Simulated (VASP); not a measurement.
Input of a VASP 6.6.1 run:

File INCAR:

```
SYSTEM = Si
PREC = Accurate ; ENCUT = 520
EDIFF = 1E-7 ; ISMEAR = 0
SIGMA = 0.15 ; LREAL = .False.
LASPH = .True. ; NELM = 80
ALGO = Fast ; ISIF = 2
LWAVE = .False. ; LCHARG = .True.
GGA = PE ; LELF = .True.
LVHAR = .True. ; NBANDS = 26
```

The input KPOINTS:

```
Automatic mesh
0
Gamma
  10 10 10
  0 0 0
```

File POSCAR:

```
Si
1.0
   -3.1404162890      3.1404162890      3.5430176572
    3.1404162890     -3.1404162890      3.5430176572
    3.1404162890      3.1404162890     -3.5430176572
Si
8
Direct
    0.2028545115      0.2028545115      0.2028545115
    0.5000000000      0.0000000000      0.2971454885
    0.2971454885      0.5000000000      0.0000000000
    0.0000000000      0.2971454885      0.5000000000
    0.7971454885      0.7971454885      0.7971454885
    0.5000000000      0.0000000000      0.7028545115
    0.7028545115      0.5000000000      0.0000000000
    0.0000000000      0.7028545115      0.5000000000
```

Potentials or basis: VASP PAW PBE potentials, release 64 (Si).

Launch:

```console
$ cat potpaw_PBE.64/Si/POTCAR > POTCAR
$ mpirun -np 1 vasp_std > vasp.out
```

(1) Estimate the band gap on the k mesh.

(2) What does it give for the pressure?

(3) Estimate the largest force.

Results:

(1) zero (bands 16 and 17 overlap by 0.57 eV).

(2) 6.2 GPa.

(3) 0.940 eV/Å.

Caveat: the stress differs along the axes, from -6 to 13 GPa; semilocal functionals underestimate gaps, and a narrow one can read as zero.
